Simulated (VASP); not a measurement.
# Os: relaxation of cell and atoms with PBEsol

The system is Os.

```
Os
1.0
     0.00000    1.91000    1.91000
     1.91000    0.00000    1.91000
     1.91000    1.91000    0.00000
Os
1
Direct
  0.00000 0.00000 0.00000
```

This isn't the form of Os at room conditions, which is hcp.

```yaml
Program: VASP 6.6.1
Task: relaxation of cell and atoms
Functional: PBEsol
Potentials_or_basis: VASP PAW PBE potentials, release 64 (Os)
Cutoff: 600 eV
k_mesh: 19 × 19 × 19
Occupations: fermi-dirac, width 0.1 eV
Spin: no spin polarisation
Target_pressure: 20 GPa
Dipole_correction: no
Further_INCAR_settings: ALGO = Normal; EDIFF = 1e-07; IBRION = 2; EDIFFG = -0.03; NSW = 60; ISIF = 3
```

- Relaxed volume: 13.40 Å³/atom
- Relaxed cell: a = 2.666 Å, b = 2.666 Å, c = 2.666 Å, α = 60.00°, β = 60.00°, γ = 60.00°
- Space group after relaxing (to 0.1 Å): Fm-3m (No. 225)
- Energy change on relaxing (the run minimises the enthalpy): +34.0 meV/atom
- Ionic steps: 5
- Pressure after relaxing: 20.0 GPa
- Band gap on the k mesh: zero (bands 4 and 5 overlap by 4.11 eV)

The path:
```
step  energy change (eV)  largest force (eV/Å)  pressure (GPa)  volume (Å³)
   1              0.0000                0.0000            0.96        13.94
   2              1.5243                0.0000          199.48        10.86
   3              0.0276                0.0000           17.90        13.45
   4              0.0322                0.0000           19.44        13.41
   5              0.0340                0.0000           20.00        13.40
```

Final structure:
```
Os
1.0
     0.00000    1.88506    1.88506
     1.88506    0.00000    1.88506
     1.88506    1.88506    0.00000
Os
1
Cartesian
  0.0000 0.0000 0.0000
```

Levels at points of the mesh, in eV from the Fermi level:
| k point | band 2 | band 3 | band 4 | band 5 | band 6 | band 7 |
| --- | --- | --- | --- | --- | --- | --- |
| (0.00, 0.00, 0.00) | -3.25 | -3.25 | -3.25 | 0.04 | 0.04 | 14.20 |

Run time: 92 s on 1 thread of AMD EPYC 7R13 Processor (Zen 3), with other jobs on the host, peak memory 0.15 GiB.

Caveat: the cell is relaxed towards a set pressure, so the run minimises the enthalpy, not the energy; the PAW data sets were made with another functional, which shifts forces and pressure a little; spin-orbit coupling is left out, which moves the levels of the heavy elements.
